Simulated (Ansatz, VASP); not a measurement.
MnSi: VASP beside Ansatz

```
Mn Si
1.0
     4.49734    0.00000    0.00000
     0.00000    4.49734    0.00000
     0.00000    0.00000    4.49734
Mn Si
4 4
Cartesian
  0.6170 0.6170 0.6170
  1.6317 3.8804 2.8656
  2.8656 1.6317 3.8804
  3.8804 2.8656 1.6317
  3.8031 3.8031 3.8031
  2.9429 0.6942 1.5545
  1.5545 2.9429 0.6942
  0.6942 1.5545 2.9429
```

Alike in both runs: functional PBE; k mesh 8 × 8 × 8; occupations gaussian, width 0.05 eV; no spin polarisation.

Ansatz relaxed the structure, and its values are those at the end. VASP's run is a single point on that final structure, the one shown.

```csv
,VASP,Ansatz
version,VASP 6.6.1,Ansatz 0.2.0
potentials or method,"VASP PAW PBE potentials, release 64 (Mn_pv, Si), cutoff 520 eV","scalar-relativistic, plane waves, PAW"
valence electrons in the cell,68,76
```

|  | VASP | Ansatz | Ansatz less VASP |
| --- | --- | --- | --- |
| gap on the k mesh at the Fermi level (eV) | none | none | - |
| pressure (GPa) | 0.0 | 0.0 | +0.04 |
| rms of the force components (eV/Å) | 0.005 | 0.001 | -0.0037 |

A gap of «none» marks a metal or a gap that the smearing closes. The functional is the same, so the differences come from potentials, cutoffs and numerics. VASP's potentials hold 68 valence electrons a cell and Ansatz's 76, so a difference there can come from the potentials and not from the codes.
